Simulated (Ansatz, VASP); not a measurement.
## Two plane-wave programs on Ca

```
Ca
1.0
     0.00000    2.76265    2.76265
     2.76265    0.00000    2.76265
     2.76265    2.76265    0.00000
Ca
1
Direct
  0.00000 0.00000 0.00000
```

Alike in both runs: functional PBE; k mesh 12 × 12 × 12; occupations fermi-dirac, width 0.05 eV; no spin polarisation.

Ansatz relaxed the structure, and its values are those at the end. VASP's run is a single point on that final structure, the one shown.

|  | VASP | Ansatz |
| --- | --- | --- |
| version | VASP 6.6.1 | Ansatz 0.2.0 |
| potentials or method | VASP PAW PBE potentials, release 64 (Ca_sv), cutoff 520 eV | plane-wave PAW DFT |
| valence electrons in the cell | 10 | 10 |

```csv
,VASP,Ansatz,Ansatz less VASP
pressure (GPa),0.0,0.0,-0.01
```
